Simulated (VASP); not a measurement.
# BaS (Fm-3m) in VASP: further runs, part 2 of 2

VASP 6.6.1.

**3. Single point, LDA**

This run uses another cell than the first one, of 33.21 Å³/atom, 0.909 times its volume.

INCAR reads:

```
PREC = Accurate
ENCUT = 520
EDIFF = 1E-7
ISMEAR = -5
SIGMA = 0.1
LREAL = F
LASPH = T
NELM = 60
ALGO = Normal
ISIF = 2
LWAVE = F
LCHARG = F
NBANDS = 15
```

KPOINTS reads:

```
regular mesh
0
Gamma
  12 12 12
```

POSCAR reads:

```
BaS
1.0
    0.0000000000      3.2142043034      3.2142043034
    3.2142043034      0.0000000000      3.2142043034
    3.2142043034      3.2142043034      0.0000000000
Ba S
1 1
Direct
    0.5000000000      0.5000000000      0.5000000000
    0.0000000000      0.0000000000      0.0000000000
```

Potentials or basis: VASP PAW LDA potentials, release 64 (Ba_sv, S).

On the command line:

```
$ cat potpaw_LDA.64/Ba_sv/POTCAR potpaw_LDA.64/S/POTCAR > POTCAR
$ mpirun -np 1 vasp_std > vasp.out
```

OUTCAR:

```text
PREC = Accurate
   ENCUT = 520
   EDIFF = 1E-7
   ISMEAR = -5
   LREAL = F
   LASPH = T
   NELM = 60
   ISIF = 2

 ion  position               nearest neighbor table
   1  0.500  0.500  0.500-   2 3.21   2 3.21   2 3.21   2 3.21   2 3.21   2 3.21
   2  0.000  0.000  0.000-   1 3.21   1 3.21   1 3.21   1 3.21   1 3.21   1 3.21

  LATTYP: Found a face centered cubic cell.
 ALAT       =     6.4284086068

  Lattice vectors:

 A1 = (   0.0000000000,   3.2142043034,   3.2142043034)
 A2 = (   3.2142043034,   0.0000000000,   3.2142043034)
 A3 = (   3.2142043034,   3.2142043034,   0.0000000000)

Analysis of symmetry for initial positions (statically):
=====================================================================
 Subroutine PRICEL returns:
 Original cell was already a primitive cell.

 Routine SETGRP: Setting up the symmetry group for a
 face centered cubic supercell.

 Subroutine GETGRP returns: Found 48 space group operations
 (whereof 48 operations were pure point group operations)
 out of a pool of 48 trial point group operations.

The static configuration has the point symmetry O_h .

Analysis of symmetry for dynamics (positions and initial velocities):
=====================================================================
 Subroutine PRICEL returns:
 Original cell was already a primitive cell.

 Routine SETGRP: Setting up the symmetry group for a
 face centered cubic supercell.

 Subroutine GETGRP returns: Found 48 space group operations
 (whereof 48 operations were pure point group operations)
 out of a pool of 48 trial point group operations.

The dynamic configuration has the point symmetry O_h .

 Subroutine INISYM returns: Found 48 space group operations
 (whereof 48 operations are pure point group operations),
 and found     1 'primitive' translations

----------------------------------------------------------------------------------------

                                     Primitive cell

  volume of cell :      66.4126

  direct lattice vectors                    reciprocal lattice vectors
     0.000000000  3.214204303  3.214204303    -0.155559496  0.155559496  0.155559496
     3.214204303  0.000000000  3.214204303     0.155559496 -0.155559496  0.155559496
     3.214204303  3.214204303  0.000000000     0.155559496  0.155559496 -0.155559496

  length of vectors
     4.545571318  4.545571318  4.545571318     0.269436950  0.269436950  0.269436950

  position of ions in fractional coordinates (direct lattice)
     0.500000000  0.500000000  0.500000000
     0.000000000  0.000000000  0.000000000

  ion indices of the primitive-cell ions
   primitive index   ion index
                 1           1
                 2           2

----------------------------------------------------------------------------------------

 KPOINTS: regular mesh

Automatic generation of k-mesh.
 Grid dimensions read from file:
 generate k-points for:   12   12   12

 Generating k-lattice:

  Cartesian coordinates                     Fractional coordinates (reciprocal lattice)
    -0.012963291  0.012963291  0.012963291     0.083333333  0.000000000  0.000000000
     0.012963291 -0.012963291  0.012963291     0.000000000  0.083333333  0.000000000
     0.012963291  0.012963291 -0.012963291     0.000000000  0.000000000  0.083333333

  Length of vectors
     0.022453079  0.022453079  0.022453079

  Shift w.r.t. Gamma in fractional coordinates (k-lattice)
     0.000000000  0.000000000  0.000000000

 TETIRR: Found    247 inequivalent tetrahedra from    10368

 Subroutine IBZKPT returns following result:
 ===========================================

 Found     72 irreducible k-points:

 Following reciprocal coordinates:
            Coordinates               Weight
  0.000000  0.000000  0.000000      1.000000
  0.083333  0.000000  0.000000      8.000000
  0.166667  0.000000  0.000000      8.000000
  0.250000  0.000000  0.000000      8.000000
  0.333333  0.000000  0.000000      8.000000
  0.416667  0.000000  0.000000      8.000000
[... 16 lines left out ...]
  0.500000  0.166667  0.000000     24.000000
 -0.416667  0.166667  0.000000     24.000000
 [... further k-points ...]
   k-points           NKPTS =     72   k-points in BZ     NKDIM =     72   number of bands    NBANDS=     15
   number of dos      NEDOS =    301   number of ions     NIONS =      2
   total plane-waves  NPLWV =  46656
   dimension x,y,z NGX =    36 NGY =   36 NGZ =   36
   dimension x,y,z NGXF=    72 NGYF=   72 NGZF=   72
   ions per type =               1   1
   NGX,Y,Z   is equivalent  to a cutoff of  13.17, 13.17, 13.17 a.u.
   NGXF,Y,Z  is equivalent  to a cutoff of  26.33, 26.33, 26.33 a.u.
 SYSTEM =  unknown system
   PREC   = accura    normal or accurate (medium, high low for compatibility)
   ISTART =      0    job   : 0-new  1-cont  2-samecut
   ICHARG =      2    charge: 1-file 2-atom 10-const
   ISPIN  =      1    spin polarized calculation?
   LNONCOLLINEAR =      F non collinear calculations
   LSORBIT =      F    spin-orbit coupling
   LASPH  =      T    aspherical Exc in radial PAW
   ENCUT  =  520.0 eV  38.22 Ry    6.18 a.u.   8.45  8.45  8.45*2*pi/ulx,y,z
   NELM   =     60;   NELMIN=  2; NELMDL= -5     # of ELM steps
   EDIFF  = 0.1E-06   stopping-criterion for ELM
   LREAL  =      F    real-space projection
   EDIFFG = 0.1E-05   stopping-criterion for IOM
   NSW    =      0    number of steps for IOM
   IBRION =     -1    ionic relax: 0-MD 1-quasi-New 2-CG
   NFREE  =      0    steps in history (QN), initial steepest desc. (CG)
   ISIF   =      2    stress and relaxation
   ISYM   =      2    0-nonsym 1-usesym 2-fastsym
   POTIM  = 0.5000    time-step for ionic-motion
   TEBEG  =    0.0;   TEEND  =   0.0 temperature during run
   PSTRESS=    0.0 pullay stress
   NELECT =      16.0000    total number of electrons
   NUPDOWN=      -1.0000    fix difference up-down
   EMIN   =  10.00;   EMAX   =-10.00  energy-range for DOS
   EFERMI =   0.00;   METHOD = LEGACY
   ISMEAR =    -5;   SIGMA  =   0.10  broadening in eV -4-tet -1-fermi 0-gaus
   EFERMI_NEDOS =   21; number of points for ismear=-14 and -15
   IALGO  =     38    algorithm
   IMIX   =      4    mixing-type and parameters
     AMIX     =   0.40;   BMIX     =  1.00
     AMIX_MAG =   1.60;   BMIX_MAG =  1.00
  volume/ion in A,a.u.               =      33.21       224.09
  Fermi-wavevector in a.u.,A,eV,Ry     =   1.018665  1.924998 14.118469  1.037678
  Thomas-Fermi vector in A             =   2.152135
   LORBIT       =      0    0 simple, 1 ext, 2 COOP (PROOUT), +10 PAW based schemes
   GGA     = CA    functional components
   LHFCALC =     F    Hartree Fock is set to
   AEXX    =    0.0000 exact exchange contribution
   IVDW    =     0    specifies the selected vdW correction
   LEPSILON=     F    determine dielectric tensor
   LRPA    =     F    only Hartree local field effects (RPA)
 non-spin polarized calculation
 Fermi weights with tetrahedron method with Bloechl corrections
  energy-cutoff  :      520.00
  volume of cell :       66.41
 maximum number of plane-waves:      1820
 NGX is ok and might be reduce to    36
   NGX = 17   NGY = 17   NGZ = 17

 number of electron      16.0000002 magnetization

 Free energy of the ion-electron system (eV)
  ---------------------------------------------------
  ext. energy  EPLUGINS =         0.00000000
  ---------------------------------------------------
  free energy    TOTEN  =       -11.14257017 eV

  energy without entropy =      -11.14257017  energy(sigma->0) =      -11.14257017

 E-fermi :   1.1946     XC(G=0):  -8.9147

 val. band max:        1.1396508868   @ k =   0.0000   0.0000   0.0000
 cond. band min:       3.0755014846   @ k =   0.5000   0.5000   0.0000
 fundamental gap:      1.9358505977
 Fermi energy:         1.1946257761

 k-point     1 :       0.0000    0.0000    0.0000
  band No.  band energies     occupation
      1     -24.9183      2.00000
      2      -9.9937      2.00000
      3      -9.9937      2.00000
      4      -9.9937      2.00000
      5      -9.1465      2.00000
      6       1.1397      2.00000
      7       1.1397      2.00000
      8       1.1397      2.00000
      9       4.3604      0.00000
     10       4.8387      0.00000
     11       4.8387      0.00000
     12       4.8387      0.00000
     13       5.8024      0.00000
     14       5.8024      0.00000
[... 401 lines left out ...]
      2     -10.9530      2.00000
      3     -10.1440      2.00000
      4     -10.0545      2.00000
      5      -8.1425      2.00000
      6      -0.5516      2.00000
      7       0.1507      2.00000
      8       0.2896      2.00000
      9       5.8619      0.00000
     10       6.1590      0.00000
     11       7.0735      0.00000
     12       7.7806      0.00000
     13       9.1828      0.00000
     14       9.6534      0.00000
     15      10.1611      0.00000

 [... further k-points ...]
[... 5 lines left out ...]
  --------------------------------------------------------------------------------------
  -------------------------------------------------------------------------------------
  Total       -1.0784145     -1.0784145     -1.0784145      0.0000000      0.0000000     -0.0000000
  in kB      -26.0163213    -26.0163213    -26.0163213      0.0000000      0.0000000     -0.0000000
  external PRESSURE =     -26.0163213 kB  Pullay stress =       0.0000000 kB

 VOLUME and BASIS-vectors are now :
 -----------------------------------------------------------------------------
  energy-cutoff  :      520.00
  volume of cell :       66.41
      direct lattice vectors                 reciprocal lattice vectors
     0.000000000  3.214204303  3.214204303    -0.155559496  0.155559496  0.155559496
     3.214204303  0.000000000  3.214204303     0.155559496 -0.155559496  0.155559496
     3.214204303  3.214204303  0.000000000     0.155559496  0.155559496 -0.155559496

 POSITION                                       TOTAL-FORCE (eV/Angst)
 -----------------------------------------------------------------------------------
      3.21420      3.21420      3.21420         0.000000      0.000000      0.000000
      0.00000      0.00000      0.00000        -0.000000     -0.000000     -0.000000
 -----------------------------------------------------------------------------------
    total drift:                                0.000000      0.000000      0.000000

  FREE ENERGIE OF THE ION-ELECTRON SYSTEM (eV)
  ---------------------------------------------------
  free  energy   TOTEN  =       -11.1425701730 eV

  energy  without entropy=      -11.1425701730  energy(sigma->0) =      -11.14257017
```

OSZICAR:

```text
N       E                     dE             d eps       ncg     rms          rms(c)
DAV:   1     0.785505975160E+02    0.78551E+02   -0.65943E+03  2160   0.893E+02
DAV:   2    -0.672970442094E+01   -0.85280E+02   -0.77629E+02  3058   0.171E+02
DAV:   3    -0.115492710765E+02   -0.48196E+01   -0.47861E+01  3146   0.420E+01
DAV:   4    -0.116740301912E+02   -0.12476E+00   -0.12474E+00  2853   0.547E+00
DAV:   5    -0.116761622370E+02   -0.21320E-02   -0.21320E-02  3033   0.644E-01    0.472E+00
DAV:   6    -0.111693297461E+02    0.50683E+00   -0.67461E-01  2489   0.490E+00    0.326E+00
DAV:   7    -0.111477001006E+02    0.21630E-01   -0.13540E-01  2739   0.201E+00    0.191E+00
DAV:   8    -0.111435011778E+02    0.41989E-02   -0.21610E-02  2419   0.824E-01    0.279E-01
DAV:   9    -0.111424067608E+02    0.10944E-02   -0.26351E-03  2664   0.296E-01    0.152E-01
DAV:  10    -0.111425809396E+02   -0.17418E-03   -0.22499E-04  2468   0.102E-01    0.339E-02
DAV:  11    -0.111425693672E+02    0.11572E-04   -0.45447E-05  2867   0.375E-02    0.137E-02
DAV:  12    -0.111425701236E+02   -0.75644E-06   -0.38949E-06  2475   0.109E-02    0.661E-03
DAV:  13    -0.111425701730E+02   -0.49324E-07   -0.26264E-07  2762   0.291E-03
   1 F= -.11142570E+02 E0= -.11142570E+02  d E =0.000000E+00
```

stdout:

```text
POSCAR found type information on POSCAR BaS
 POSCAR found :  2 types and       2 ions
 scaLAPACK will be used
 LDA part: xc-table for (Slater(with rela. corr.)+CA(PZ))
 , standard interpolation
 POSCAR, INCAR and KPOINTS ok, starting setup
 FFT: planning ... GRIDC
 FFT: planning ... GRID_SOFT
 FFT: planning ... GRID
 WAVECAR not read
 entering main loop
```

It took 45 s on 1 thread of Intel Xeon Platinum 8488C (Sapphire Rapids), shared host; peak memory 0.21 GiB.

Results:

```
Free energy            : -11.1426 eV
Pressure               : -2.6 GPa
Band gap on the k mesh : 1.94 eV, indirect (least direct gap 2.09 eV)
```

Levels at points of the mesh, in eV from the valence-band top:
```csv
k point,band 5,band 6,band 7,band 8,band 9,band 10,band 11,band 12
"(0.00, 0.00, 0.00)",-10.29,0.00,0.00,0.00,3.22,3.70,3.70,3.70
"(0.50, 0.00, 0.00)",-9.10,-1.98,-1.08,-1.08,5.33,5.41,6.10,6.10
"(0.50, 0.50, 0.00)",-10.19,-0.56,-0.15,-0.15,1.94,5.72,5.81,7.30
```

Caveat: spin-orbit coupling is left out, which moves the levels of the heavy elements. A k mesh can miss the band edges.
